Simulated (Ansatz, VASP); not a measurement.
## BaTiO3: VASP beside Ansatz

```
Ba Ti O
1.0
     3.99980    0.00000    0.00000
     0.00000    3.99980    0.00000
     0.00000    0.00000    4.05818
Ba Ti O
1 1 3
Direct
  0.00000 0.00000 0.00000
  0.50000 0.50000 0.48200
  0.50000 0.50000 0.01600
  0.50000 0.00000 0.51500
  0.00000 0.50000 0.51500
```

Change from the starting cell: zz strain of +1 %, crystal datasets.

Alike in both runs: task electric field gradients; functional PBEsol; k mesh 7 × 7 × 7; occupations fermi-dirac, width 0.08 eV; no spin polarisation.

|  | VASP | Ansatz |
| --- | --- | --- |
| version | VASP 6.6.1 | Ansatz 0.2.0 |
| potentials or method | VASP PAW PBE potentials, release 64 (Ba_sv, Ti_sv, O), cutoff 520 eV | all-electron PAW with datasets made for the crystal, scalar-relativistic |

```tsv
	VASP	Ansatz	Ansatz less VASP
pressure (GPa)	-3.4	-5.2	-1.74
traceless stress, the component that is largest in VASP (GPa)	-0.22	-0.25	-0.027
rms of the force components (eV/Å)	0.153	0.164	+0.0108
size of Vzz on the site where it differs most (V/Å²)	5.8	6.4	+0.53
```

VASP's potentials were made for PBE, not for PBEsol. Atom by atom the forces differ by 0.016 eV/Å (rms over components). Ansatz ran all-electron here, and VASP with PAW potentials. Ansatz's warnings: printed levels off.

Neither program's run includes spin-orbit coupling.
